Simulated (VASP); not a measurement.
Set up this calculation in VASP 6.6.1, as the native input.

| Property | Result |
| --- | --- |
| Task | electric field gradients |
| Functional | PBE |
| Potentials or basis | VASP PAW PBE potentials, release 64 (Ba_sv, Ti_sv, O) |
| Cutoff | 520 eV |
| k mesh | 7 × 7 × 7 |
| Occupations | fermi-dirac, width 0.03 eV |
| Spin | no spin polarisation |
| Dipole correction | no |
| Further INCAR settings | ALGO = Normal; EDIFF = 1e-08; NBANDS = 28 |

The structure of BaTiO3 lies in POSCAR:

```
BaTiO3
1.0
    3.9998000000     -0.0599970000     -0.0599970000
   -0.0599970000      3.9998000000     -0.0599970000
   -0.0602700000     -0.0602700000      4.0180000000
Ba Ti O
1 1 3
Direct
    0.0000000000      0.0000000000      0.0000000000
    0.5000000000      0.5000000000      0.5000000000
    0.5000000000      0.5000000000      0.0000000000
    0.5000000000      0.0000000000      0.5000000000
    0.0000000000      0.5000000000      0.5000000000
```

This cell differs from its parent crystal: equal xy, yz and zx shear strains of -3 %.

The input as run:

INCAR

```
  PREC = Accurate
  ENCUT = 520
  EDIFF = 1E-8
  ISMEAR = -1
  SIGMA = 0.03
  LREAL = F
  LASPH = T
  NELM = 60
  ALGO = Normal
  ISIF = 2
  LWAVE = F
  LCHARG = F
  GGA = PE
  LEFG = T
  NBANDS = 28
```

KPOINTS

```
Automatic mesh
0
Gamma
  7 7 7
```

Potentials or basis: VASP PAW PBE potentials, release 64 (Ba_sv, Ti_sv, O).

The run is started by

```console
$ cat potpaw_PBE.64/Ba_sv/POTCAR potpaw_PBE.64/Ti_sv/POTCAR potpaw_PBE.64/O/POTCAR > POTCAR
$ mpirun -np 1 vasp_std > vasp.out
```

Results of the run:

| Item | Value |
| --- | --- |
| Pressure | 3.7 GPa |
| Band gap on the k mesh | 1.60 eV |
| Largest electric field gradient by atom | Ba -35.2; Ti +11.7; O +27.4, +25.3 (each value once) V/Å² |

Caveat: the cell differs from its parent crystal (equal xy, yz and zx shear strains of -3 %); the cell stands under pressure; without QUAD_EFG the Cq values of the log hold for a quadrupole moment of 1 mb, not for the nuclei; spin-orbit coupling is left out, which moves the levels of the heavy elements; an odd mesh through Γ misses points on the zone boundary, where band edges can lie.

Wall time 4.4 min on 1 thread of Intel Xeon 8259CL, on a shared host, peak memory 0.3 GiB.
